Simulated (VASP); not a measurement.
Set up this calculation in VASP 6.6.1, as the native input.

- Task: single point
- Functional: r2SCAN
- Potentials or basis: VASP PAW PBE potentials, release 64 (Ti_sv)
- Cutoff: 520 eV
- k mesh: 17 × 17 × 9
- Occupations: fermi-dirac, width 0.08 eV
- Spin: no spin polarisation
- Dipole correction: no
- Further INCAR settings: ALGO = Normal; EDIFF = 1e-06; NBANDS = 19

Crystal: Ti.

```
CELL_PARAMETERS angstrom
2.93580 0.00000 0.00000
-1.46790 2.54247 0.00000
0.00000 0.00000 4.63994
ATOMIC_POSITIONS crystal
Ti 0.33333 0.66667 0.25000
Ti 0.66667 0.33333 0.75000
```

These files were run (other wordings do the same):

POSCAR

```
Ti
1.0
    2.9357957036      0.0000000000      0.0000000000
   -1.4678978518      2.5424736597      0.0000000000
    0.0000000000      0.0000000000      4.6399393917
Ti
2
Direct
    0.3333333333      0.6666666667      0.2500000000
    0.6666666667      0.3333333333      0.7500000000
```

INCAR.step1

```
SYSTEM = Ti
PREC = Accurate
ENCUT = 520
ISMEAR = -1
SIGMA = 0.08
LREAL = .FALSE.
LASPH = .TRUE.
NELM = 100
NBANDS = 19
GGA = PE
ALGO = Normal
EDIFF = 1E-4
LWAVE = .TRUE.
LCHARG = .FALSE.
```

INCAR.step2

```
SYSTEM = Ti
PREC = Accurate
ENCUT = 520
EDIFF = 1E-6
ISMEAR = -1
SIGMA = 0.08
LREAL = .FALSE.
LASPH = .TRUE.
NELM = 100
ALGO = Normal
ISIF = 2
LWAVE = .FALSE.
LCHARG = .FALSE.
METAGGA = R2SCAN
LMIXTAU = .TRUE.
NBANDS = 19
ISTART = 1
```

KPOINTS

```
Automatic mesh
0
G
  17 17 9
  0 0 0
```

Potentials or basis: VASP PAW PBE potentials, release 64 (Ti_sv).

Launch:

```console
$ cat potpaw_PBE.64/Ti_sv/POTCAR > POTCAR
$ cp INCAR.step1 INCAR
$ mpirun -np 1 vasp_std > vasp.out
$ cp INCAR.step2 INCAR
$ mpirun -np 1 vasp_std > vasp.out
```

Results of the run:

```yaml
Pressure: 0.4 GPa
Band_gap_on_the_k_mesh: zero (band 12 reaches 9.30 eV, above the bottom of band 13 at 8.01 eV)
```

Caveat: the PAW data sets were made with another functional, which shifts forces and pressure a little.

Run time: 3 min on 1 thread of Intel(R) Xeon(R) Platinum 8559C (Emerald Rapids), on a shared host, peak memory 0.23 GiB.
